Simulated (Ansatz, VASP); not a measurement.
**One calculation of LiCl, two programs**

The input INCAR:

```
SYSTEM = LiCl
  PREC = Accurate
  ENCUT = 600
  EDIFF = 1E-7
  ISMEAR = 0
  SIGMA = 0.1
  LREAL = .False.
  LASPH = .True.
  NELM = 60
  ALGO = Normal
  ISIF = 3
  LWAVE = .False.
  LCHARG = .False.
  GGA = PE
  IBRION = 2
  NSW = 80
  EDIFFG = -0.025
```

KPOINTS

```
regular mesh
0
Gamma
  4 2 2
  0 0 0
```

POSCAR

```
LiCl
1.0
    0.0076591123     -0.0004576939     -3.6395872703
    3.0496372035     -5.4127247778     -0.0070697898
   -9.0765840185     -5.3709664232      0.0185569029
Li Cl
6 6
Direct
    0.3649195174      0.3335264287      0.6846771155
    0.2945550962      0.8188793311      0.2015067850
    0.7113623342      0.9323191019      0.4751136765
    0.6695177364      0.3805797084      0.0279070761
    0.9550169511      0.7778697747      0.8151471801
    0.9792788582      0.2843591708      0.3027826822
    0.8436166890      0.1753299072      0.8209565721
    0.8447556159      0.6862477125      0.3021922120
    0.1807407927      0.1307974140      0.5274211068
    0.2251901699      0.6512687758     -0.0161609959
    0.4117214905      0.6818108399      0.6853792298
    0.5193247484      0.1470118348      0.1730773599
```

Input for Ansatz:

```yaml
crystal:
  lattice:
    - [0.0076591123, -0.0004576939, -3.6395872703]
    - [3.0496372035, -5.4127247778, -0.0070697898]
    - [-9.0765840185, -5.3709664232, 0.0185569029]
  atoms:
    - { symbol: Li, position: [0.3649195174, 0.3335264287, 0.6846771155] }
    - { symbol: Li, position: [0.2945550962, 0.8188793311, 0.201506785] }
    - { symbol: Li, position: [0.7113623342, 0.9323191019, 0.4751136765] }
    - { symbol: Li, position: [0.6695177364, 0.3805797084, 0.0279070761] }
    - { symbol: Li, position: [0.9550169511, 0.7778697747, 0.8151471801] }
    - { symbol: Li, position: [0.9792788582, 0.2843591708, 0.3027826822] }
    - { symbol: Cl, position: [0.843616689, 0.1753299072, 0.8209565721] }
    - { symbol: Cl, position: [0.8447556159, 0.6862477125, 0.302192212] }
    - { symbol: Cl, position: [0.1807407927, 0.130797414, 0.5274211068] }
    - { symbol: Cl, position: [0.2251901699, 0.6512687758, -0.0161609959] }
    - { symbol: Cl, position: [0.4117214905, 0.6818108399, 0.6853792298] }
    - { symbol: Cl, position: [0.5193247484, 0.1470118348, 0.1730773599] }
basis:
  ecutwfc: 420
kpoints:
  mp_grid: { grid: [4, 2, 2] }
hamiltonian:
  xc: pbe
scf:
  occupations: { method: gaussian, width: 0.1 }
  lower_state_search: "off"
output:
  forces: true
  stress: true
  eigenvalues: true
relax:
  adjacent_minimum: "off"
  f_tol: 0.025
  max_steps: 60
  cell: { stress_tol: 0.25 }
```

Change from the starting cell: cell x2, atoms moved at random (sigma 0.15 Å) and cell strained at random (1.5 %), then relaxed without symmetry.

Alike in both runs: task relaxation of cell and atoms; functional PBE; k mesh 4 × 2 × 2; occupations gaussian, width 0.1 eV; no spin polarisation.

|  | VASP | Ansatz |
| --- | --- | --- |
| version | VASP 6.6.1 | Ansatz 0.2.0 |
| potentials or method | VASP PAW PBE potentials, release 64 (Li_sv, Cl), cutoff 600 eV | scalar-relativistic, plane waves, PAW |
| valence electrons in the cell | 60 | 60 |

|  | VASP | Ansatz | Ansatz less VASP |
| --- | --- | --- | --- |
| gap on the k mesh at the Fermi level, each at its own relaxed structure (eV) | 5.83 | 5.81 | -0.019 |
| relaxed volume (Å³/atom) | 20.41 | 20.49 | +0.074 |
| relaxed length of the cell vector where the two differ most in proportion (Å) | 6.178 | 6.191 | +0.0133 |

The k mesh is coarse, so the values compare programs but aren't converged. Noted on VASP's run: the cutoff is under 1.25 times that of the potentials, so the pressure is a little rough.
